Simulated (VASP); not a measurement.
Mg: single point with r2SCAN

Mg:

```
CELL_PARAMETERS angstrom
3.18282 0.00000 0.00000
-1.59141 2.75640 0.00000
0.00000 0.00000 5.14874
ATOMIC_POSITIONS crystal
Mg 0.33333 0.66667 0.25000
Mg 0.66667 0.33333 0.75000
```

```yaml
Program: VASP 6.6.1
Task: single point
Functional: r2SCAN
Potentials_or_basis: VASP PAW PBE potentials, release 64 (Mg)
Cutoff: 520 eV
k_mesh: 18 × 18 × 10
Occupations: fermi-dirac, width 0.1 eV
Spin: no spin polarisation
```

```yaml
Pressure: -0.3 GPa
Band_gap_on_the_k_mesh: zero (bands 2 and 3 overlap by 2.14 eV)
```

Levels at points of the mesh, in eV from the Fermi level:
| k point | band 1 | band 2 | band 3 | band 4 | band 5 | band 6 | band 7 |
| --- | --- | --- | --- | --- | --- | --- | --- |
| (0.00, 0.00, 0.00) | -7.46 | -1.91 | -1.16 | 11.76 | 11.76 | 11.94 | 11.94 |
| (0.50, 0.00, 0.00) | -2.41 | -2.23 | 2.85 | 3.13 | 3.65 | 4.08 | 7.44 |
| (0.00, 0.00, 0.50) | -5.96 | -5.96 | 5.50 | 5.50 | 12.52 | 12.52 | 12.52 |
| (0.50, 0.00, 0.50) | -1.27 | -1.27 | -0.39 | -0.39 | 8.59 | 8.59 | 8.71 |

It took 2.5 min on 1 thread of Intel(R) Xeon(R) Platinum 8488C (Sapphire Rapids), with other jobs on the host, peak memory 0.22 GiB.

Caveat: the PAW data sets were made with another functional, which shifts forces and pressure a little.
